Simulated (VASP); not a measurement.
A run of VASP 6.6.1 is set up as follows.

INCAR

```
PREC     = Accurate       # precision mode
ENCUT    = 520            # plane-wave cutoff, eV
EDIFF    = 1E-8           # SCF threshold, eV
ISMEAR   = -1             # smearing method
SIGMA    = 0.05           # smearing width, eV
LREAL    = False          # projectors in reciprocal space
LASPH    = True           # aspherical terms in the spheres
NELM     = 60             # most SCF steps
ALGO     = Normal         # electronic algorithm
ISIF     = 2              # what is computed and relaxed
LWAVE    = False          # write WAVECAR
LCHARG   = False          # write CHGCAR
GGA      = CA             # functional
NBANDS   = 16             # bands
IBRION   = 8              # ionic algorithm
NSW      = 1              # ionic steps
```

KPOINTS

```
regular mesh
0
Gamma
  7 7 7
```

The input POSCAR:

```
GaN
1.0
    0.0000000000      2.2535006075      2.2535006075
    2.2535006075      0.0000000000      2.2535006075
    2.2535006075      2.2535006075      0.0000000000
Ga N
1 1
Direct
    0.0000000000      0.0000000000      0.0000000000
    0.2500000000      0.2500000000      0.2500000000
```

Potentials or basis: VASP PAW LDA potentials, release 64 (Ga_d, N).

The run is started by

```bash
$ cat potpaw_LDA.64/Ga_d/POTCAR potpaw_LDA.64/N/POTCAR > POTCAR
$ mpirun -np 1 vasp_std > vasp.out
```

**Question.** Estimate the highest phonon frequency at Γ, LO-TO splitting left out.

**Answer.** 529 cm⁻¹.

Phonon frequencies in cm⁻¹ (negative: imaginary):
```csv
q point,frequencies
"(0.000, 0.000, 0.000)",0 0 0 529 529 529
```

Caveat: the cell wasn't relaxed at this level first, which shifts response properties.
